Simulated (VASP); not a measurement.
# TePb (Fm-3m) in VASP: further runs

Aim: see how the results for TePb move with the level of theory and the settings. Levels: LDA, r2SCAN. Tasks: electric field gradients.

All numbers are computed with VASP 6.6.1; they aren't measurements. Logs are shortened: lines on timing, memory, paths and dates and some standing lists are left out, and cuts for length are marked.

**1. The cell of the first run**

The structure is cubic, space group Fm-3m (No. 225). The conventional cell has a = 6.454 Å, b = 6.454 Å, c = 6.454 Å, α = 90.00°, β = 90.00°, γ = 90.00°. Te (site symmetry m-3m) has 6 Pb at 3.23 Å within 4.2 Å. Within 4.2 Å of Pb (site symmetry m-3m) lie 6 Te at 3.23 Å.

**2. Electric field gradients, LDA**

File INCAR:

```
SYSTEM = TePb
PREC = Accurate
ENCUT = 520
EDIFF = 1E-8
ISMEAR = -1
SIGMA = 0.03
LREAL = .FALSE.
LASPH = .TRUE.
NELM = 100
ALGO = Normal
ISIF = 2
LWAVE = .FALSE.
LCHARG = .FALSE.
LEFG = .TRUE.
NBANDS = 17
```

File KPOINTS:

```
Automatic mesh
0
G
  10 10 10
  0 0 0
```

File POSCAR:

```
TePb
1.0
    0.0000000000      3.2270000000      3.2270000000
    3.2270000000      0.0000000000      3.2270000000
    3.2270000000      3.2270000000      0.0000000000
Te Pb
1 1
Direct
    0.5000000000      0.5000000000      0.5000000000
    0.0000000000      0.0000000000      0.0000000000
```

Potentials or basis: VASP PAW LDA potentials, release 64 (Te, Pb_d).

Started as:

```
$ cat potpaw_LDA.64/Te/POTCAR potpaw_LDA.64/Pb_d/POTCAR > POTCAR
$ mpirun -np 1 vasp_std > vasp.out
```

OUTCAR:

```text
SYSTEM = TePb
   PREC = Accurate
   ENCUT = 520
   EDIFF = 1E-8
   ISMEAR = -1
   LREAL = .FALSE.
   LASPH = .TRUE.
   NELM = 100
   ISIF = 2

 ion  position               nearest neighbor table
   1  0.500  0.500  0.500-   2 3.23   2 3.23   2 3.23   2 3.23   2 3.23   2 3.23
   2  0.000  0.000  0.000-   1 3.23   1 3.23   1 3.23   1 3.23   1 3.23   1 3.23

  LATTYP: Found a face centered cubic cell.
 ALAT       =     6.4540000000

  Lattice vectors:

 A1 = (   0.0000000000,   3.2270000000,   3.2270000000)
 A2 = (   3.2270000000,   0.0000000000,   3.2270000000)
 A3 = (   3.2270000000,   3.2270000000,   0.0000000000)

Analysis of symmetry for initial positions (statically):
=====================================================================
 Subroutine PRICEL returns:
 Original cell was already a primitive cell.

 Routine SETGRP: Setting up the symmetry group for a
 face centered cubic supercell.

 Subroutine GETGRP returns: Found 48 space group operations
 (whereof 48 operations were pure point group operations)
 out of a pool of 48 trial point group operations.

The static configuration has the point symmetry O_h .

Analysis of symmetry for dynamics (positions and initial velocities):
=====================================================================
 Subroutine PRICEL returns:
 Original cell was already a primitive cell.

 Routine SETGRP: Setting up the symmetry group for a
 face centered cubic supercell.

 Subroutine GETGRP returns: Found 48 space group operations
 (whereof 48 operations were pure point group operations)
 out of a pool of 48 trial point group operations.

The dynamic configuration has the point symmetry O_h .

 Subroutine INISYM returns: Found 48 space group operations
 (whereof 48 operations are pure point group operations),
 and found     1 'primitive' translations

----------------------------------------------------------------------------------------

                                     Primitive cell

  volume of cell :      67.2089

  direct lattice vectors                    reciprocal lattice vectors
     0.000000000  3.227000000  3.227000000    -0.154942671  0.154942671  0.154942671
     3.227000000  0.000000000  3.227000000     0.154942671 -0.154942671  0.154942671
     3.227000000  3.227000000  0.000000000     0.154942671  0.154942671 -0.154942671

  length of vectors
     4.563667166  4.563667166  4.563667166     0.268368579  0.268368579  0.268368579

  position of ions in fractional coordinates (direct lattice)
     0.500000000  0.500000000  0.500000000
     0.000000000  0.000000000  0.000000000

  ion indices of the primitive-cell ions
   primitive index   ion index
                 1           1
                 2           2

----------------------------------------------------------------------------------------

 KPOINTS: Automatic mesh

Automatic generation of k-mesh.
 Grid dimensions read from file:
 generate k-points for:   10   10   10

 Generating k-lattice:

  Cartesian coordinates                     Fractional coordinates (reciprocal lattice)
    -0.015494267  0.015494267  0.015494267     0.100000000  0.000000000  0.000000000
     0.015494267 -0.015494267  0.015494267     0.000000000  0.100000000  0.000000000
     0.015494267  0.015494267 -0.015494267     0.000000000  0.000000000  0.100000000

  Length of vectors
     0.026836858  0.026836858  0.026836858

  Shift w.r.t. Gamma in fractional coordinates (k-lattice)
     0.000000000  0.000000000  0.000000000

 Subroutine IBZKPT returns following result:
 ===========================================

 Found     47 irreducible k-points:

 Following reciprocal coordinates:
            Coordinates               Weight
  0.000000  0.000000  0.000000      1.000000
  0.100000  0.000000  0.000000      8.000000
  0.200000  0.000000  0.000000      8.000000
  0.300000  0.000000  0.000000      8.000000
  0.400000  0.000000  0.000000      8.000000
  0.500000  0.000000  0.000000      4.000000
[... 16 lines left out ...]
  0.300000  0.300000  0.000000      6.000000
  0.400000  0.300000  0.000000     24.000000
 [... further k-points ...]
   k-points           NKPTS =     47   k-points in BZ     NKDIM =     47   number of bands    NBANDS=     17
   number of dos      NEDOS =    301   number of ions     NIONS =      2
   total plane-waves  NPLWV =  46656
   dimension x,y,z NGX =    36 NGY =   36 NGZ =   36
   dimension x,y,z NGXF=    72 NGYF=   72 NGZF=   72
   ions per type =               1   1
   NGX,Y,Z   is equivalent  to a cutoff of  13.11, 13.11, 13.11 a.u.
   NGXF,Y,Z  is equivalent  to a cutoff of  26.23, 26.23, 26.23 a.u.
 SYSTEM =  TePb
   PREC   = accura    normal or accurate (medium, high low for compatibility)
   ISTART =      0    job   : 0-new  1-cont  2-samecut
   ICHARG =      2    charge: 1-file 2-atom 10-const
   ISPIN  =      1    spin polarized calculation?
   LNONCOLLINEAR =      F non collinear calculations
   LSORBIT =      F    spin-orbit coupling
   LASPH  =      T    aspherical Exc in radial PAW
   ENCUT  =  520.0 eV  38.22 Ry    6.18 a.u.   8.49  8.49  8.49*2*pi/ulx,y,z
   NELM   =    100;   NELMIN=  2; NELMDL= -5     # of ELM steps
   EDIFF  = 0.1E-07   stopping-criterion for ELM
   LREAL  =      F    real-space projection
   EDIFFG = 0.1E-06   stopping-criterion for IOM
   NSW    =      0    number of steps for IOM
   IBRION =     -1    ionic relax: 0-MD 1-quasi-New 2-CG
   NFREE  =      0    steps in history (QN), initial steepest desc. (CG)
   ISIF   =      2    stress and relaxation
   ISYM   =      2    0-nonsym 1-usesym 2-fastsym
   POTIM  = 0.5000    time-step for ionic-motion
   TEBEG  =    0.0;   TEEND  =   0.0 temperature during run
   PSTRESS=    0.0 pullay stress
   NELECT =      20.0000    total number of electrons
   NUPDOWN=      -1.0000    fix difference up-down
   EMIN   =  10.00;   EMAX   =-10.00  energy-range for DOS
   EFERMI =   0.00;   METHOD = LEGACY
   ISMEAR =    -1;   SIGMA  =   0.03  broadening in eV -4-tet -1-fermi 0-gaus
   EFERMI_NEDOS =   21; number of points for ismear=-14 and -15
   IALGO  =     38    algorithm
   IMIX   =      4    mixing-type and parameters
     AMIX     =   0.40;   BMIX     =  1.00
     AMIX_MAG =   1.60;   BMIX_MAG =  1.00
  volume/ion in A,a.u.               =      33.60       226.77
  Fermi-wavevector in a.u.,A,eV,Ry     =   1.092972  2.065418 16.253366  1.194589
  Thomas-Fermi vector in A             =   2.229249
   LORBIT       =      0    0 simple, 1 ext, 2 COOP (PROOUT), +10 PAW based schemes
   GGA     = CA    functional components
   LHFCALC =     F    Hartree Fock is set to
   AEXX    =    0.0000 exact exchange contribution
   IVDW    =     0    specifies the selected vdW correction
   LEPSILON=     F    determine dielectric tensor
   LRPA    =     F    only Hartree local field effects (RPA)
 non-spin polarized calculation
  energy-cutoff  :      520.00
  volume of cell :       67.21
 maximum number of plane-waves:      1837
 NGX is ok and might be reduce to    36
   NGX = 17   NGY = 17   NGZ = 17

 number of electron      20.0000002 magnetization

 Free energy of the ion-electron system (eV)
  ---------------------------------------------------
  ext. energy  EPLUGINS =         0.00000000
  ---------------------------------------------------
  free energy    TOTEN  =        -8.76517660 eV

  energy without entropy =       -8.76517644  energy(sigma->0) =       -8.76517652

 E-fermi :   5.7760     XC(G=0):  -9.5908

 val. band max:        5.4610519378   @ k =   0.5000   0.0000   0.0000
 cond. band min:       6.0897080474   @ k =   0.5000   0.0000   0.0000
 fundamental gap:      0.6286561096
 Fermi energy:         5.7759885017

 k-point     1 :       0.0000    0.0000    0.0000
  band No.  band energies     occupation
      1     -11.2117      2.00000
      2     -11.2117      2.00000
      3     -11.1976      2.00000
      4     -11.1976      2.00000
      5     -11.1976      2.00000
      6      -6.6229      2.00000
[... 9 lines left out ...]
     16      11.2350      0.00000
     17      12.7196      0.00000
[... 441 lines left out ...]
 k-point    24 :       0.4000    0.3000    0.0000
  band No.  band energies     occupation
      1     -11.2573      2.00000
      2     -11.2046      2.00000
      3     -11.2043      2.00000
      4     -11.1774      2.00000
      5     -11.1764      2.00000
      6      -5.3588      2.00000
[... 9 lines left out ...]
     16      15.1030      0.00000
     17      15.5945      0.00000

 [... further k-points ...]

------------------------ aborting loop because EDIFF is reached ----------------------------------------

  FORCE on cell =-STRESS in cart. coord.  units (eV):
  Direction    XX          YY          ZZ          XY          YZ          ZX
  --------------------------------------------------------------------------------------
  -------------------------------------------------------------------------------------
  Total       -0.6256187     -0.6256187     -0.6256187     -0.0000000     -0.0000000      0.0000000
  in kB      -14.9139748    -14.9139748    -14.9139748     -0.0000000     -0.0000000      0.0000000
  external PRESSURE =     -14.9139748 kB  Pullay stress =       0.0000000 kB

 VOLUME and BASIS-vectors are now :
 -----------------------------------------------------------------------------
  energy-cutoff  :      520.00
  volume of cell :       67.21
      direct lattice vectors                 reciprocal lattice vectors
     0.000000000  3.227000000  3.227000000    -0.154942671  0.154942671  0.154942671
     3.227000000  0.000000000  3.227000000     0.154942671 -0.154942671  0.154942671
     3.227000000  3.227000000  0.000000000     0.154942671  0.154942671 -0.154942671

 POSITION                                       TOTAL-FORCE (eV/Angst)
 -----------------------------------------------------------------------------------
      3.22700      3.22700      3.22700         0.000000      0.000000     -0.000000
      0.00000      0.00000      0.00000         0.000000     -0.000000      0.000000
 -----------------------------------------------------------------------------------
    total drift:                               -0.000000      0.000000      0.000000

  FREE ENERGIE OF THE ION-ELECTRON SYSTEM (eV)
  ---------------------------------------------------
  free  energy   TOTEN  =        -8.7651765966 eV

  energy  without entropy=       -8.7651764367  energy(sigma->0) =       -8.76517652

 Electric field gradients (V/A^2)
---------------------------------------------------------------------
 ion       V_xx      V_yy      V_zz      V_xy      V_xz      V_yz
---------------------------------------------------------------------
   1      -0.000    -0.000    -0.000    -0.000    -0.000    -0.000
   2      -0.000     0.000    -0.000     0.000     0.000     0.000
---------------------------------------------------------------------

 Electric field gradients after diagonalization (V/A^2)
 (convention: |V_zz| > |V_xx| > |V_yy|)
----------------------------------------------------------------------
 ion       V_xx      V_yy      V_zz     asymmetry (V_yy - V_xx)/ V_zz
----------------------------------------------------------------------
   1       0.000     0.000    -0.000       0.000
   2      -0.000    -0.000     0.001       0.000
----------------------------------------------------------------------

           NMR quadrupolar parameters

 Cq : quadrupolar parameter    Cq=e*Q*V_zz/h
 eta: asymmetry parameters     (V_yy - V_xx)/ V_zz
 Q  : nuclear electric quadrupole moment in mb (millibarn)
----------------------------------------------------------------------
 ion       Cq(MHz)       eta       Q (mb)
----------------------------------------------------------------------
   1      -0.000       0.000       1.000
   2       0.000       0.000       1.000
----------------------------------------------------------------------
```

It took 23 s on 1 thread of Intel Xeon 6975P-C (Granite Rapids), shared host; peak memory 0.2 GiB.

What came out:

* Free energy: -8.7652 eV
* Pressure: -1.5 GPa
* Band gap on the k mesh: 0.63 eV
* Largest electric field gradient by atom: zero within the noise of the run

Levels at points of the mesh, in eV from the valence-band top:
```tsv
k point	band 8	band 9	band 10	band 11	band 12	band 13
(0.00, 0.00, 0.00)	-1.36	-1.36	-1.36	3.99	3.99	3.99
(0.50, 0.00, 0.00)	-0.88	-0.88	0.00	0.63	1.20	1.20
(0.50, 0.50, 0.00)	-4.55	-2.83	-2.83	3.24	5.40	5.40
```

Caveat: spin-orbit coupling is left out, which moves the levels of the heavy elements. A k mesh can miss the band edges.

[end of part 1 of 2]
